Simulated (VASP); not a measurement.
# ZnO (P6_3/mmc) in VASP: a series of runs, part 2 of 2

VASP 6.6.1.

## (3) Single point, LDA

This run uses another cell than the first one, of 17.36 Å³/atom.

The input, INCAR:

```
SYSTEM = ZnO
ALGO = Normal
EDIFF = 1E-7
ENCUT = 520
ISIF = 2
ISMEAR = -1
LASPH = .True.
LCHARG = .False.
LREAL = .False.
LWAVE = .False.
NBANDS = 26
NELM = 80
PREC = Accurate
SIGMA = 0.05
```

The input, KPOINTS:

```
k-points
0
Gamma
  9 9 4
  0 0 0
```

The input, POSCAR:

```
ZnO
1.0
    3.3312348463      0.0000000000      0.0000000000
   -1.6656174231      2.8849340028      0.0000000000
    0.0000000000      0.0000000000      7.2242737071
Zn O
2 2
Direct
    0.0000000000      0.0000000000      0.2500000000
    0.0000000000      0.0000000000      0.7500000000
    0.6666666667      0.3333333333      0.7500000000
    0.3333333333      0.6666666667      0.2500000000
```

Potentials or basis: VASP PAW LDA potentials, release 64 (Zn, O).

Run with:

```bash
$ cat potpaw_LDA.64/Zn/POTCAR potpaw_LDA.64/O/POTCAR > POTCAR
$ mpirun -np 1 vasp_std > vasp.out
```

OUTCAR:

```text
SYSTEM = ZnO
   EDIFF = 1E-7
   ENCUT = 520
   ISIF = 2
   ISMEAR = -1
   LASPH = .True.
   LREAL = .False.
   NELM = 80
   PREC = Accurate

 ion  position               nearest neighbor table
   1  0.000  0.000  0.250-   4 1.92   4 1.92   4 1.92
   2  0.000  0.000  0.750-   3 1.92   3 1.92   3 1.92
   3  0.667  0.333  0.750-   2 1.92   2 1.92   2 1.92
   4  0.333  0.667  0.250-   1 1.92   1 1.92   1 1.92

  LATTYP: Found a hexagonal cell.
 ALAT       =     3.3312348463
 C/A-ratio  =     2.1686473756

  Lattice vectors:

[... 885 lines left out ...]
     26       8.5401      0.00000

 [... further k-points ...]
[... 5 lines left out ...]
  --------------------------------------------------------------------------------------
  -------------------------------------------------------------------------------------
  Total       -6.2500326     -6.2500326     -0.7782978     -0.0000000     -0.0000000      0.0000000
  in kB     -144.2306431   -144.2306431    -17.9606101     -0.0000000     -0.0000000      0.0000000
  external PRESSURE =    -102.1406321 kB  Pullay stress =       0.0000000 kB

 VOLUME and BASIS-vectors are now :
 -----------------------------------------------------------------------------
  energy-cutoff  :      520.00
  volume of cell :       69.43
      direct lattice vectors                 reciprocal lattice vectors
     3.331234846  0.000000000  0.000000000     0.300188983  0.173314190  0.000000000
    -1.665617423  2.884934003  0.000000000     0.000000000  0.346628380  0.000000000
     0.000000000  0.000000000  7.224273707     0.000000000  0.000000000  0.138422219

 POSITION                                       TOTAL-FORCE (eV/Angst)
 -----------------------------------------------------------------------------------
      0.00000      0.00000      1.80607        -0.000000      0.000000      0.000000
      0.00000      0.00000      5.41821        -0.000000     -0.000000      0.000000
      1.66562      0.96164      5.41821        -0.000000      0.000000     -0.000000
     -0.00000      1.92329      1.80607         0.000000     -0.000000     -0.000000
 -----------------------------------------------------------------------------------
    total drift:                                0.000000     -0.000000      0.000000

  FREE ENERGIE OF THE ION-ELECTRON SYSTEM (eV)
  ---------------------------------------------------
  free  energy   TOTEN  =       -19.6149134289 eV

  energy  without entropy=      -19.6149018707  energy(sigma->0) =      -19.61490765
```

OSZICAR:

```text
N       E                     dE             d eps       ncg     rms          rms(c)
DAV:   1     0.295006158686E+03    0.29501E+03   -0.17749E+04  1872   0.177E+03
DAV:   2     0.129981934509E+02   -0.28201E+03   -0.26197E+03  1996   0.386E+02
DAV:   3    -0.227252679611E+02   -0.35723E+02   -0.35310E+02  2120   0.141E+02
DAV:   4    -0.234848608043E+02   -0.75959E+00   -0.75839E+00  2094   0.220E+01
DAV:   5    -0.234895096734E+02   -0.46489E-02   -0.46485E-02  2094   0.170E+00    0.148E+01
DAV:   6    -0.195929271508E+02    0.38966E+01   -0.10249E+01  3202   0.744E+01    0.867E+00
DAV:   7    -0.197118492570E+02   -0.11892E+00   -0.32130E+00  2024   0.176E+01    0.526E+00
DAV:   8    -0.196900354639E+02    0.21814E-01   -0.10358E+00  2208   0.726E+00    0.203E+00
DAV:   9    -0.196124541008E+02    0.77581E-01   -0.18632E-01  2642   0.596E+00    0.438E-01
DAV:  10    -0.196147897171E+02   -0.23356E-02   -0.45922E-02  1932   0.150E+00    0.989E-02
DAV:  11    -0.196149272075E+02   -0.13749E-03   -0.55990E-04  2166   0.503E-01    0.502E-02
DAV:  12    -0.196149137550E+02    0.13453E-04   -0.20836E-04  2646   0.362E-01    0.103E-02
DAV:  13    -0.196149162640E+02   -0.25090E-05   -0.36320E-05  2842   0.767E-02    0.146E-02
DAV:  14    -0.196149134476E+02    0.28163E-05   -0.95655E-06  2394   0.282E-02    0.362E-03
DAV:  15    -0.196149134238E+02    0.23867E-07   -0.14877E-06  1950   0.131E-02    0.645E-04
DAV:  16    -0.196149134289E+02   -0.50941E-08   -0.74632E-08  1036   0.459E-03
   1 F= -.19614913E+02 E0= -.19614908E+02  d E =-.115581E-04
```

It took 61 s on 1 thread of AMD EPYC 7R13 (Zen 3), shared host; peak memory 0.17 GiB.

What came out:

```
Free energy            : -19.6149 eV
Pressure               : -10.2 GPa
Band gap on the k mesh : 0.75 eV
```

Stress tensor (GPa, compression positive):
```
-14.42   0.00   0.00
  0.00 -14.42   0.00
  0.00   0.00  -1.80
```

Levels at points of the mesh, in eV from the valence-band top:
| k point | band 15 | band 16 | band 17 | band 18 | band 19 | band 20 | band 21 | band 22 |
| --- | --- | --- | --- | --- | --- | --- | --- | --- |
| (0.00, 0.00, 0.00) | -0.01 | -0.01 | 0.00 | 0.00 | 0.75 | 3.16 | 5.09 | 10.63 |
| (0.00, 0.00, 0.50) | 0.00 | 0.00 | 0.00 | 0.00 | 1.84 | 1.84 | 7.06 | 7.06 |

Caveat: the cell stands under tension; an odd mesh through Γ misses points on the zone boundary, where band edges can lie.

## (4) Single point, PBEsol

This run uses another cell than the first one, of 17.36 Å³/atom.

The input, INCAR:

```
  ALGO = Normal
  EDIFF = 1E-6
  ENCUT = 520
  GGA = PS
  ISIF = 2
  ISMEAR = -1
  LASPH = True
  LCHARG = True
  LELF = True
  LREAL = False
  LVHAR = True
  LWAVE = False
  NBANDS = 26
  NELM = 60
  PREC = Accurate
  SIGMA = 0.05
```

The input, KPOINTS:

```
k-points
0
Gamma
  9 9 4
```

POSCAR is that of step 3.

Potentials or basis: VASP PAW PBE potentials, release 64 (Zn, O).

Run with:

```bash
$ cat potpaw_PBE.64/Zn/POTCAR potpaw_PBE.64/O/POTCAR > POTCAR
$ mpirun -np 1 vasp_std > vasp.out
```

Wall time 56 s (1 thread of AMD EPYC 7R13 (Zen 3), shared host); peak memory 0.19 GiB.

It converged, with:

```
Free energy            : -18.1817 eV
Pressure               : -6.8 GPa
Band gap on the k mesh : 0.75 eV
```

Stress tensor (GPa, compression positive):
```
-9.77  0.00  0.00
 0.00 -9.77  0.00
 0.00  0.00 -0.85
```

Levels at points of the mesh, in eV from the valence-band top:
| k point | band 16 | band 17 | band 18 | band 19 | band 20 | band 21 |
| --- | --- | --- | --- | --- | --- | --- |
| (0.00, 0.00, 0.00) | -0.01 | 0.00 | 0.00 | 0.75 | 3.15 | 5.12 |
| (0.00, 0.00, 0.50) | 0.00 | 0.00 | 0.00 | 1.83 | 1.83 | 7.10 |

Caveat: the cell stands under tension; the PAW data sets were made with another functional, which shifts forces and pressure a little; an odd mesh through Γ misses points on the zone boundary, where band edges can lie.

## (5) Single point, LDA

The input, INCAR:

```
SYSTEM = ZnO
PREC = Accurate ; ENCUT = 520
EDIFF = 1E-7 ; ISMEAR = -1
SIGMA = 0.05 ; LREAL = .False.
LASPH = .True. ; NELM = 100
ALGO = Normal ; ISIF = 2
LWAVE = .False. ; LCHARG = .False.
NBANDS = 26
```

The input, KPOINTS:

```
Automatic mesh
0
Gamma
  9 9 4
  0 0 0
```

The input, POSCAR:

```
ZnO
1.0
    3.3524534747      0.0000000000      0.0000000000
   -1.6762267373      2.9033098741      0.0000000000
    0.0000000000      0.0000000000      7.2702894300
Zn O
2 2
Direct
    0.0000000000      0.0000000000      0.2500000000
    0.0000000000      0.0000000000      0.7500000000
    0.6666666667      0.3333333333      0.7500000000
    0.3333333333      0.6666666667      0.2500000000
```

Potentials or basis: VASP PAW LDA potentials, release 64 (Zn, O).

Run with:

```bash
$ cat potpaw_LDA.64/Zn/POTCAR potpaw_LDA.64/O/POTCAR > POTCAR
$ mpirun -np 1 vasp_std > vasp.out
```

Run time: 53 s. Hardware: 1 thread of AMD EPYC 7R13 (Zen 3), shared host; peak memory 0.16 GiB.

It converged, with:

```
Free energy            : -19.5259 eV
Pressure               : -11.4 GPa
Band gap on the k mesh : 0.75 eV
```

Stress tensor (GPa, compression positive):
```
-16.17   0.00   0.00
  0.00 -16.17   0.00
  0.00   0.00  -1.77
```

Levels at points of the mesh, in eV from the valence-band top:
| k point | band 16 | band 17 | band 18 | band 19 | band 20 | band 21 |
| --- | --- | --- | --- | --- | --- | --- |
| (0.00, 0.00, 0.00) | -0.01 | 0.00 | 0.00 | 0.75 | 3.09 | 5.09 |
| (0.00, 0.00, 0.50) | 0.00 | 0.00 | 0.00 | 1.82 | 1.82 | 7.02 |

Caveat: the cell stands under tension; an odd mesh through Γ misses points on the zone boundary, where band edges can lie.

## (6) Summary

| level | potentials or basis | cell | gap on the mesh (eV) | pressure (GPa) |
| --- | --- | --- | --- | --- |
| PBEsol | VASP PAW PBE potentials, release 64 (Zn, O) | a = 3.352, b = 3.352, c = 7.270 Å, angles 90.0, 90.0, 120.0°, 4 atoms | 0.75 | -8.1 |
| LDA | VASP PAW LDA potentials, release 64 (Zn, O) | a = 3.331, b = 3.331, c = 7.224 Å, angles 90.0, 90.0, 120.0°, 4 atoms | 0.75 | -10.2 |
| PBEsol | VASP PAW PBE potentials, release 64 (Zn, O) | a = 3.331, b = 3.331, c = 7.224 Å, angles 90.0, 90.0, 120.0°, 4 atoms | 0.75 | -6.8 |
| LDA | VASP PAW LDA potentials, release 64 (Zn, O) | a = 3.352, b = 3.352, c = 7.270 Å, angles 90.0, 90.0, 120.0°, 4 atoms | 0.75 | -11.4 |

Alike in all rows: task single point; no spin polarisation; k mesh 9 × 9 × 4; cutoff (eV) 520; smearing fermi-dirac 0.05 eV.

Caveats: the cell stands under tension; an odd mesh through Γ misses points on the zone boundary, where band edges can lie; the PAW data sets were made with another functional, which shifts forces and pressure a little (at least some runs).

Absolute energies hang on the potentials; compare differences alone.
